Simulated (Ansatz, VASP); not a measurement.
## Two plane-wave programs on Sn2AuO2

The input INCAR:

```
PREC = Accurate
ENCUT = 520
EDIFF = 1E-7
ISMEAR = 0
SIGMA = 0.05
LREAL = F
LASPH = T
NELM = 150
ALGO = Normal
ISIF = 2
LWAVE = F
LCHARG = F
ISPIN = 2
MAGMOM = 0 0 0 0 1
LORBIT = 11
LMAXMIX = 4
LDIPOL = T
IDIPOL = 3
DIPOL = 0.5 0.5 0.311
GGA = PE
IVDW = 12
NBANDS = 38
```

KPOINTS

```
Automatic mesh
0
Gamma
  7 7 1
```

POSCAR

```
Sn2AuO2
1.0
    3.8201707215      0.0000000000      0.0000000000
    0.0000000000      3.8201707215      0.0000000000
    0.0000000000      0.0000000000     19.3630363687
Sn O Au
2 2 1
Direct
    0.5000000000      0.0000000000      0.2065791709
    0.0000000000      0.5000000000      0.3286176944
    0.0000000000      0.0000000000      0.2675984327
    0.5000000000      0.5000000000      0.2675984327
    0.0000000000      1.0000000000      0.4835520726
```

Input for Ansatz:

```yaml
crystal:
  lattice:
    - [3.8201707215, 0.0, 0.0]
    - [0.0, 3.8201707215, 0.0]
    - [0.0, 0.0, 19.3630363687]
  atoms:
    - { symbol: Sn, position: [0.5, 0.0, 0.2065791709] }
    - { symbol: O, position: [0.0, 0.0, 0.2675984327] }
    - { symbol: O, position: [0.5, 0.5, 0.2675984327] }
    - { symbol: Sn, position: [0.0, 0.5, 0.3286176944] }
    - { symbol: Au, position: [0.0, 1.0, 0.4835520726], spin: 1.0 }
basis:
  ecutwfc: 420
kpoints:
  mp_grid: { grid: [7, 7, 1] }
hamiltonian:
  xc: pbe
  pseudopotentials: { kind: paw, azcp: { folder: soft_1 } }
  dispersion: d3bj
scf:
  occupations: { method: gaussian, width: 0.05 }
output:
  forces: true
  eigenvalues: true
  populations: true
magnetization:
  spin_polarized: true
efield:
  axis: 3
  dipole_correction: true
  ramp_width: 0.04
```

Alike in both runs: task single point; functional PBE; dispersion D3(BJ); k mesh 7 × 7 × 1; occupations gaussian, width 0.05 eV; collinear spin.

|  | VASP | Ansatz |
| --- | --- | --- |
| version | VASP 6.6.1 | Ansatz 0.2.0 |
| potentials or method | VASP PAW PBE potentials, release 64 (Sn_d, O, Au), cutoff 520 eV | scalar-relativistic, plane waves, PAW |
| valence electrons in the cell | 51 | 59 |

VASP gave:

| Property | Result |
| --- | --- |
| gap on the k mesh at the Fermi level (eV) | none |
| rms of the force components (eV/Å) | 0.227 |
| net moment per atom (μB) | 0.00 |

Problem. Which values does Ansatz return?

Solution. gap on the k mesh at the Fermi level (eV): none; rms of the force components (eV/Å): 0.213; net moment per atom (μB): 0.00.

A gap of «none» marks a metal or a gap that the smearing closes. VASP's potentials hold 51 valence electrons a cell and Ansatz's 59, so a difference there can come from the potentials and not from the codes. Ansatz's warnings: seeded moment not kept.

Spin-orbit coupling is off throughout.
